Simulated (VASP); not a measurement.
# Eu (Fm-3m) in VASP: a series of runs

Eu is run at these levels: PBE; tasks: single point.

Everything below comes from runs of VASP 6.6.1. Logs are shortened: lines on timing, memory, paths and dates and some standing lists are left out, and cuts for length are marked.

### 1 The cell of the first run

The structure is cubic, space group Fm-3m (No. 225). The conventional cell has a = 4.328 Å, b = 4.328 Å, c = 4.328 Å, α = 90.00°, β = 90.00°, γ = 90.00°. Eu (site symmetry m-3m) has 12 Eu at 3.06 Å within 4.0 Å.

### 2 Single point, PBE, collinear spin, ferromagnetic start

The input, INCAR:

```
PREC = Accurate ; ENCUT = 520
EDIFF = 1E-7 ; ISMEAR = -1
SIGMA = 0.08 ; LREAL = F
LASPH = T ; NELM = 150
ALGO = Normal ; ISIF = 2
LWAVE = F ; LCHARG = F
ISPIN = 2 ; MAGMOM = 7
LORBIT = 11 ; LMAXMIX = 6
GGA = PE ; NBANDS = 18
```

The input, KPOINTS:

```
regular mesh
0
Gamma
  15 15 15
```

The input, POSCAR:

```
Eu
1.0
    0.0000000000      2.1637615867      2.1637615867
    2.1637615867      0.0000000000      2.1637615867
    2.1637615867      2.1637615867      0.0000000000
Eu
1
Direct
    0.0000000000      0.0000000000      0.0000000000
```

Potentials or basis: VASP PAW PBE potentials, release 64 (Eu).

Command:

```sh
$ cat potpaw_PBE.64/Eu/POTCAR > POTCAR
$ mpirun -np 1 vasp_std > vasp.out
```

OUTCAR:

```text
PREC = Accurate
   ENCUT = 520
   EDIFF = 1E-7
   ISMEAR = -1
   LREAL = F
   LASPH = T
   NELM = 150
   ISIF = 2
   ISPIN = 2
   LORBIT = 11
   GGA = PE

 ion  position               nearest neighbor table
   1  0.000  0.000  0.000-

  LATTYP: Found a face centered cubic cell.
 ALAT       =     4.3275231734

  Lattice vectors:

 A1 = (   0.0000000000,   2.1637615867,   2.1637615867)
 A2 = (   2.1637615867,   0.0000000000,   2.1637615867)
 A3 = (   2.1637615867,   2.1637615867,   0.0000000000)

Analysis of symmetry for initial positions (statically):
=====================================================================
 Subroutine PRICEL returns:
 Original cell was already a primitive cell.

 Routine SETGRP: Setting up the symmetry group for a
 face centered cubic supercell.

 Subroutine GETGRP returns: Found 48 space group operations
 (whereof 48 operations were pure point group operations)
 out of a pool of 48 trial point group operations.

The static configuration has the point symmetry O_h .

Analysis of symmetry for dynamics (positions and initial velocities):
=====================================================================
 Subroutine PRICEL returns:
 Original cell was already a primitive cell.

 Routine SETGRP: Setting up the symmetry group for a
 face centered cubic supercell.

 Subroutine GETGRP returns: Found 48 space group operations
 (whereof 48 operations were pure point group operations)
 out of a pool of 48 trial point group operations.

The dynamic configuration has the point symmetry O_h .

Analysis of structural, dynamic, and magnetic symmetry:
=====================================================================
 Subroutine PRICEL returns:
 Original cell was already a primitive cell.

 Routine SETGRP: Setting up the symmetry group for a
 face centered cubic supercell.

 Subroutine GETGRP returns: Found 48 space group operations
 (whereof 48 operations were pure point group operations)
 out of a pool of 48 trial point group operations.

The overall configuration has the point symmetry O_h .

 Subroutine INISYM returns: Found 48 space group operations
 (whereof 48 operations are pure point group operations),
 and found     1 'primitive' translations

----------------------------------------------------------------------------------------

                                     Primitive cell

[... 99 lines left out ...]
   NELECT =      17.0000    total number of electrons
   NUPDOWN=      -1.0000    fix difference up-down
   EMIN   =  10.00;   EMAX   =-10.00  energy-range for DOS
   EFERMI =   0.00;   METHOD = LEGACY
   ISMEAR =    -1;   SIGMA  =   0.08  broadening in eV -4-tet -1-fermi 0-gaus
   EFERMI_NEDOS =   21; number of points for ismear=-14 and -15
   IALGO  =     38    algorithm
   IMIX   =      4    mixing-type and parameters
     AMIX     =   0.40;   BMIX     =  1.00
     AMIX_MAG =   1.60;   BMIX_MAG =  1.00
  volume/ion in A,a.u.               =      20.26       136.73
  Fermi-wavevector in a.u.,A,eV,Ry     =   1.544087  2.917901 32.439069  2.384204
  Thomas-Fermi vector in A             =   2.649658
   LORBIT       =     11    0 simple, 1 ext, 2 COOP (PROOUT), +10 PAW based schemes
   GGA     = PE    functional components
   LHFCALC =     F    Hartree Fock is set to
   AEXX    =    0.0000 exact exchange contribution
   IVDW    =     0    specifies the selected vdW correction
   LEPSILON=     F    determine dielectric tensor
   LRPA    =     F    only Hartree local field effects (RPA)
 spin polarized calculation
  energy-cutoff  :      520.00
  volume of cell :       20.26
 maximum number of plane-waves:       560
   NGX = 11   NGY = 11   NGZ = 11

 number of electron      17.0000001 magnetization       6.9970624

 Free energy of the ion-electron system (eV)
  ---------------------------------------------------
  ext. energy  EPLUGINS =         0.00000000
  ---------------------------------------------------
  free energy    TOTEN  =       -10.12775281 eV

  energy without entropy =      -10.09245001  energy(sigma->0) =      -10.11010141

 E-fermi :   5.7712     XC(G=0): -12.3496

 val. band max:        5.7598292467   @ k =  -0.3333   0.3333   0.0667
 cond. band min:       5.7840892721   @ k =  -0.2667   0.2000   0.0000
 fundamental gap:      0.0242600254
 Fermi energy:         5.7711571918

 spin component 1

 k-point     1 :       0.0000    0.0000    0.0000
  band No.  band energies     occupation
      1     -36.0499      1.00000
      2     -12.9015      1.00000
      3     -12.9015      1.00000
      4     -12.9015      1.00000
      5       1.4849      1.00000
      6       4.4155      1.00000
[... 493 lines left out ...]
     17      12.8251      0.00000
     18      20.5248      0.00000

 [... further k-points ...]

 spin component 2

 k-point     1 :       0.0000    0.0000    0.0000
  band No.  band energies     occupation
      1     -33.1128      1.00000
      2     -10.5090      1.00000
      3     -10.5090      1.00000
      4     -10.5090      1.00000
      5       2.7226      1.00000
      6       8.4720      0.00000
[... 493 lines left out ...]
     17      14.3316      0.00000
     18      21.9424      0.00000

 [... further k-points ...]

------------------------ aborting loop because EDIFF is reached ----------------------------------------

  FORCE on cell =-STRESS in cart. coord.  units (eV):
  Direction    XX          YY          ZZ          XY          YZ          ZX
  --------------------------------------------------------------------------------------
  -------------------------------------------------------------------------------------
  Total        4.3355721      4.3355721      4.3355721      0.0000000      0.0000000      0.0000000
  in kB      342.8457576    342.8457576    342.8457576      0.0000000      0.0000000      0.0000000
  external PRESSURE =     342.8457576 kB  Pullay stress =       0.0000000 kB

 VOLUME and BASIS-vectors are now :
 -----------------------------------------------------------------------------
  energy-cutoff  :      520.00
  volume of cell :       20.26
      direct lattice vectors                 reciprocal lattice vectors
     0.000000000  2.163761587  2.163761587    -0.231079063  0.231079063  0.231079063
     2.163761587  0.000000000  2.163761587     0.231079063 -0.231079063  0.231079063
     2.163761587  2.163761587  0.000000000     0.231079063  0.231079063 -0.231079063

 POSITION                                       TOTAL-FORCE (eV/Angst)
 -----------------------------------------------------------------------------------
      0.00000      0.00000      0.00000         0.000000      0.000000      0.000000
 -----------------------------------------------------------------------------------
    total drift:                                0.000000      0.000000     -0.000000

  FREE ENERGIE OF THE ION-ELECTRON SYSTEM (eV)
  ---------------------------------------------------
  free  energy   TOTEN  =       -10.1277528150 eV

  energy  without entropy=      -10.0924500148  energy(sigma->0) =      -10.11010141

 total charge

# of ion       s       p       d       f       tot
--------------------------------------------------
    1        2.127   5.639   0.922   6.488  15.176

 magnetization (x)

# of ion       s       p       d       f       tot
--------------------------------------------------
    1        0.018  -0.068   0.223   6.421   6.594
```

OSZICAR:

```text
N       E                     dE             d eps       ncg     rms          rms(c)
DAV:   1     0.819086287298E+02    0.81909E+02   -0.64144E+03 10856   0.454E+03
DAV:   2     0.228350256652E+01   -0.79625E+02   -0.70772E+02 10430   0.306E+02
[... 13 lines left out ...]
DAV:  16    -0.101277581931E+02   -0.20421E-03   -0.27037E-04 14502   0.266E-01    0.626E-01
DAV:  17    -0.101277508555E+02    0.73376E-05   -0.16534E-04 12754   0.357E-01    0.113E-01
DAV:  18    -0.101277540580E+02   -0.32025E-05   -0.24854E-05 14428   0.366E-02    0.581E-02
DAV:  19    -0.101277532379E+02    0.82011E-06   -0.13468E-06 15122   0.203E-02    0.433E-02
DAV:  20    -0.101277528592E+02    0.37870E-06   -0.57327E-07 10382   0.220E-02    0.591E-03
DAV:  21    -0.101277528150E+02    0.44233E-07   -0.11040E-07  8094   0.630E-03
   1 F= -.10127753E+02 E0= -.10110101E+02  d E =-.353028E-01  mag=     6.9971
```

Run time: 51 s. Hardware: 1 thread of Intel Xeon 6975P-C (Granite Rapids), shared host; peak memory 0.21 GiB.

Results:

```
Free energy                                           : -10.1278 eV
Pressure                                              : 34.3 GPa
Band gap on the k mesh                                : zero (filled and empty bands overlap)
Net moment                                            : 7.00 μB per cell
Site moments                                          : Eu +6.59 μB
Valence electrons inside the program's atomic spheres : Eu 15.18
```

Caveat: spin-orbit coupling is left out, which moves the levels of the heavy elements. The state reached can hang on the start; a lower one may exist.

### 3 Single point, PBE, collinear spin, ferromagnetic start

The input, INCAR:

```
  PREC = Accurate
  ENCUT = 520
  EDIFF = 1E-7
  ISMEAR = -1
  SIGMA = 0.08
  LREAL = False
  LASPH = True
  NELM = 150
  ALGO = Normal
  ISIF = 2
  LWAVE = False
  LCHARG = False
  ISPIN = 2
  MAGMOM = 7
  LORBIT = 11
  LMAXMIX = 6
  GGA = PE
  NBANDS = 18
```

KPOINTS is that of step 2.

The input, POSCAR:

```
Eu
1.0
    0.0000000000      2.1650861044      2.1650861044
    2.1650861044      0.0000000000      2.1650861044
    2.1650861044      2.1650861044      0.0000000000
Eu
1
Direct
    0.0000000000      0.0000000000      0.0000000000
```

Potentials or basis: VASP PAW PBE potentials, release 64 (Eu).

Command:

```sh
$ cat potpaw_PBE.64/Eu/POTCAR > POTCAR
$ mpirun -np 1 vasp_std > vasp.out
```

OUTCAR:

```text
PREC = Accurate
   ENCUT = 520
   EDIFF = 1E-7
   ISMEAR = -1
   LREAL = False
   LASPH = True
   NELM = 150
   ISIF = 2
   ISPIN = 2
   LORBIT = 11
   GGA = PE

 ion  position               nearest neighbor table
   1  0.000  0.000  0.000-

  LATTYP: Found a face centered cubic cell.
 ALAT       =     4.3301722088

  Lattice vectors:

 A1 = (   0.0000000000,   2.1650861044,   2.1650861044)
 A2 = (   2.1650861044,   0.0000000000,   2.1650861044)
 A3 = (   2.1650861044,   2.1650861044,   0.0000000000)

Analysis of symmetry for initial positions (statically):
=====================================================================
 Subroutine PRICEL returns:
 Original cell was already a primitive cell.

 Routine SETGRP: Setting up the symmetry group for a
 face centered cubic supercell.

 Subroutine GETGRP returns: Found 48 space group operations
 (whereof 48 operations were pure point group operations)
 out of a pool of 48 trial point group operations.

The static configuration has the point symmetry O_h .

Analysis of symmetry for dynamics (positions and initial velocities):
=====================================================================
 Subroutine PRICEL returns:
 Original cell was already a primitive cell.

 Routine SETGRP: Setting up the symmetry group for a
 face centered cubic supercell.

 Subroutine GETGRP returns: Found 48 space group operations
 (whereof 48 operations were pure point group operations)
 out of a pool of 48 trial point group operations.

The dynamic configuration has the point symmetry O_h .

Analysis of structural, dynamic, and magnetic symmetry:
=====================================================================
 Subroutine PRICEL returns:
 Original cell was already a primitive cell.

 Routine SETGRP: Setting up the symmetry group for a
 face centered cubic supercell.

 Subroutine GETGRP returns: Found 48 space group operations
 (whereof 48 operations were pure point group operations)
 out of a pool of 48 trial point group operations.

The overall configuration has the point symmetry O_h .

 Subroutine INISYM returns: Found 48 space group operations
 (whereof 48 operations are pure point group operations),
 and found     1 'primitive' translations

----------------------------------------------------------------------------------------

                                     Primitive cell

  volume of cell :      20.2981

  direct lattice vectors                    reciprocal lattice vectors
     0.000000000  2.165086104  2.165086104    -0.230937698  0.230937698  0.230937698
     2.165086104  0.000000000  2.165086104     0.230937698 -0.230937698  0.230937698
     2.165086104  2.165086104  0.000000000     0.230937698  0.230937698 -0.230937698

  length of vectors
     3.061894133  3.061894133  3.061894133     0.399995826  0.399995826  0.399995826

  position of ions in fractional coordinates (direct lattice)
     0.000000000  0.000000000  0.000000000

  ion indices of the primitive-cell ions
   primitive index   ion index
                 1           1

----------------------------------------------------------------------------------------

 KPOINTS: regular mesh

[... 51 lines left out ...]
   total plane-waves  NPLWV =  13824
   dimension x,y,z NGX =    24 NGY =   24 NGZ =   24
   dimension x,y,z NGXF=    48 NGYF=   48 NGZF=   48
   ions per type =               1
   NGX,Y,Z   is equivalent  to a cutoff of  13.03, 13.03, 13.03 a.u.
   NGXF,Y,Z  is equivalent  to a cutoff of  26.06, 26.06, 26.06 a.u.
 SYSTEM =  unknown system
   PREC   = accura    normal or accurate (medium, high low for compatibility)
   ISTART =      0    job   : 0-new  1-cont  2-samecut
   ICHARG =      2    charge: 1-file 2-atom 10-const
   ISPIN  =      2    spin polarized calculation?
   LNONCOLLINEAR =      F non collinear calculations
   LSORBIT =      F    spin-orbit coupling
   LASPH  =      T    aspherical Exc in radial PAW
   ENCUT  =  520.0 eV  38.22 Ry    6.18 a.u.   5.69  5.69  5.69*2*pi/ulx,y,z
   NELM   =    150;   NELMIN=  2; NELMDL= -5     # of ELM steps
   EDIFF  = 0.1E-06   stopping-criterion for ELM
   LREAL  =      F    real-space projection
   EDIFFG = 0.1E-05   stopping-criterion for IOM
   NSW    =      0    number of steps for IOM
   IBRION =     -1    ionic relax: 0-MD 1-quasi-New 2-CG
   NFREE  =      0    steps in history (QN), initial steepest desc. (CG)
   ISIF   =      2    stress and relaxation
   ISYM   =      2    0-nonsym 1-usesym 2-fastsym
   POTIM  = 0.5000    time-step for ionic-motion
   TEBEG  =    0.0;   TEEND  =   0.0 temperature during run
   PSTRESS=    0.0 pullay stress
   NELECT =      17.0000    total number of electrons
   NUPDOWN=      -1.0000    fix difference up-down
   EMIN   =  10.00;   EMAX   =-10.00  energy-range for DOS
   EFERMI =   0.00;   METHOD = LEGACY
   ISMEAR =    -1;   SIGMA  =   0.08  broadening in eV -4-tet -1-fermi 0-gaus
   EFERMI_NEDOS =   21; number of points for ismear=-14 and -15
   IALGO  =     38    algorithm
   IMIX   =      4    mixing-type and parameters
     AMIX     =   0.40;   BMIX     =  1.00
     AMIX_MAG =   1.60;   BMIX_MAG =  1.00
  volume/ion in A,a.u.               =      20.30       136.98
  Fermi-wavevector in a.u.,A,eV,Ry     =   1.543142  2.916116 32.399391  2.381288
  Thomas-Fermi vector in A             =   2.648847
   LORBIT       =     11    0 simple, 1 ext, 2 COOP (PROOUT), +10 PAW based schemes
   GGA     = PE    functional components
   LHFCALC =     F    Hartree Fock is set to
   AEXX    =    0.0000 exact exchange contribution
   IVDW    =     0    specifies the selected vdW correction
   LEPSILON=     F    determine dielectric tensor
   LRPA    =     F    only Hartree local field effects (RPA)
 spin polarized calculation
  energy-cutoff  :      520.00
  volume of cell :       20.30
 maximum number of plane-waves:       560
   NGX = 11   NGY = 11   NGZ = 11

 number of electron      17.0000001 magnetization       6.9989074

 Free energy of the ion-electron system (eV)
  ---------------------------------------------------
  ext. energy  EPLUGINS =         0.00000000
  ---------------------------------------------------
  free energy    TOTEN  =       -10.13573241 eV

  energy without entropy =      -10.10041939  energy(sigma->0) =      -10.11807590

 E-fermi :   5.7585     XC(G=0): -12.3392

 val. band max:        5.7472481529   @ k =  -0.3333   0.3333   0.0667
 cond. band min:       5.7664996553   @ k =  -0.2667   0.2000   0.0000
 fundamental gap:      0.0192515024
 Fermi energy:         5.7584542916

 spin component 1

 k-point     1 :       0.0000    0.0000    0.0000
  band No.  band energies     occupation
      1     -36.0582      1.00000
      2     -12.9193      1.00000
      3     -12.9193      1.00000
      4     -12.9193      1.00000
      5       1.4668      1.00000
      6       4.4066      1.00000
[... 493 lines left out ...]
     17      12.8028      0.00000
     18      20.4974      0.00000

 [... further k-points ...]

 spin component 2

 k-point     1 :       0.0000    0.0000    0.0000
  band No.  band energies     occupation
      1     -33.1201      1.00000
      2     -10.5269      1.00000
      3     -10.5269      1.00000
      4     -10.5269      1.00000
      5       2.7039      1.00000
      6       8.4648      0.00000
[... 493 lines left out ...]
     17      14.3088      0.00000
     18      21.9149      0.00000

 [... further k-points ...]

------------------------ aborting loop because EDIFF is reached ----------------------------------------

  FORCE on cell =-STRESS in cart. coord.  units (eV):
  Direction    XX          YY          ZZ          XY          YZ          ZX
  --------------------------------------------------------------------------------------
  -------------------------------------------------------------------------------------
  Total        4.3182049      4.3182049      4.3182049      0.0000000      0.0000000     -0.0000000
  in kB      340.8460904    340.8460904    340.8460904      0.0000000      0.0000000     -0.0000000
  external PRESSURE =     340.8460904 kB  Pullay stress =       0.0000000 kB

 VOLUME and BASIS-vectors are now :
 -----------------------------------------------------------------------------
  energy-cutoff  :      520.00
  volume of cell :       20.30
      direct lattice vectors                 reciprocal lattice vectors
     0.000000000  2.165086104  2.165086104    -0.230937698  0.230937698  0.230937698
     2.165086104  0.000000000  2.165086104     0.230937698 -0.230937698  0.230937698
     2.165086104  2.165086104  0.000000000     0.230937698  0.230937698 -0.230937698

 POSITION                                       TOTAL-FORCE (eV/Angst)
 -----------------------------------------------------------------------------------
      0.00000      0.00000      0.00000        -0.000000      0.000000      0.000000
 -----------------------------------------------------------------------------------
    total drift:                               -0.000000      0.000000     -0.000000

  FREE ENERGIE OF THE ION-ELECTRON SYSTEM (eV)
  ---------------------------------------------------
  free  energy   TOTEN  =       -10.1357324064 eV

  energy  without entropy=      -10.1004193905  energy(sigma->0) =      -10.11807590

 total charge

# of ion       s       p       d       f       tot
--------------------------------------------------
    1        2.127   5.639   0.920   6.488  15.174

 magnetization (x)

# of ion       s       p       d       f       tot
--------------------------------------------------
    1        0.018  -0.068   0.223   6.421   6.594
```

stdout:

```text
POSCAR found type information on POSCAR Eu
 POSCAR found :  1 types and       1 ions
 scaLAPACK will be used
 LDA part: xc-table for (Slater+PW92), standard interpolation
 POSCAR, INCAR and KPOINTS ok, starting setup
 FFT: planning ... GRIDC
 FFT: planning ... GRID_SOFT
 FFT: planning ... GRID
 WAVECAR not read
 entering main loop
```

Wall time 51 s (1 thread of Intel Xeon 6975P-C (Granite Rapids), shared host); peak memory 0.22 GiB.

What came out:

| Property | Result |
| --- | --- |
| Free energy | -10.1357 eV |
| Pressure | 34.1 GPa |
| Band gap on the k mesh | zero (filled and empty bands overlap) |
| Net moment | 7.00 μB per cell |
| Site moments | Eu +6.59 μB |
| Valence electrons inside the program's atomic spheres | Eu 15.17 |

Levels at points of the mesh, in eV from the Fermi level:
Spin up:
```
           k point  band 9  band 10  band 11  band 12  band 13  band 14  band 15  band 16
(0.00, 0.00, 0.00)   -0.86    -0.31    -0.31    -0.31     2.15     2.15     2.15     6.34
```
Spin down:
```tsv
k point	band 2	band 3	band 4	band 5	band 6	band 7	band 8	band 9
(0.00, 0.00, 0.00)	-16.29	-16.29	-16.29	-3.05	2.71	3.40	3.40	3.40
```

Caveat: spin-orbit coupling is left out, which moves the levels of the heavy elements. The state reached can hang on the start; a lower one may exist.
